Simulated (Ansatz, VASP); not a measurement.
As: VASP beside Ansatz

```
As
1.0
     2.70368    0.00000    0.00000
     0.00000    2.70368    0.00000
     0.00000    0.00000    2.70368
As
1
Direct
  0.50000 0.50000 0.50000
```

Alike in both runs: functional PBEsol; k mesh 10 × 10 × 10; occupations fermi-dirac, width 0.05 eV; non-collinear spin, spin-orbit coupling.

```csv
,VASP,Ansatz
version,VASP 6.6.1,Ansatz 0.2.0
potentials or method,"VASP PAW PBE potentials, release 64 (As)",Ansatz PAW
plane-wave cutoff (eV),520,420
valence electrons in the cell,5,15
task,single point,band structure
```

```csv
,VASP,Ansatz,Ansatz less VASP
pressure (GPa),-1.2,-1.5,-0.31
net moment per atom (μB),0.00,0.00,0.000
```

VASP's potentials were made for PBE, not for PBEsol. The functional is the same, so the differences come from potentials, cutoffs and numerics. VASP's potentials hold 5 valence electrons a cell and Ansatz's 15, so a difference there can come from the potentials and not from the codes.
